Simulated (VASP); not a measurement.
## Rh: single point with PBE+D4

The system is Rh.

```
Rh
1.0
     0.00000    1.89785    1.89785
     1.89785    0.00000    1.89785
     1.89785    1.89785    0.00000
Rh
1
Direct
  0.00000 0.00000 0.00000
```

```
Program             : VASP 6.6.1
Task                : single point
Functional          : PBE
Dispersion          : D4
Potentials or basis : VASP PAW PBE potentials, release 64 (Rh_pv)
Cutoff              : 520 eV
k mesh              : 10 × 10 × 10
Occupations         : methfessel-paxton, width 0.3 eV
Spin                : no spin polarisation
```

| Quantity | Value |
| --- | --- |
| Pressure | -1.5 GPa |
| Dispersion energy per atom | -0.849 eV |

Levels at points of the mesh, in eV from the Fermi level:
| k point | band 4 | band 5 | band 6 | band 7 | band 8 | band 9 | band 10 | band 11 |
| --- | --- | --- | --- | --- | --- | --- | --- | --- |
| (0.00, 0.00, 0.00) | -8.02 | -3.13 | -3.13 | -3.13 | -1.03 | -1.03 | 15.97 | 20.47 |
| (0.50, 0.00, 0.00) | -6.19 | -3.21 | -3.21 | 0.55 | 0.55 | 0.70 | 8.67 | 15.48 |
| (0.50, 0.50, 0.00) | -6.39 | -6.02 | 0.52 | 0.97 | 0.97 | 3.25 | 12.32 | 13.33 |

Run time: 5.4 s on 1 thread of Intel(R) Xeon(R) Platinum 8488C (Sapphire Rapids) (shared host), peak memory 0.13 GiB.

Caveat: pairwise dispersion overbinds metals, which lowers pressure and volume.
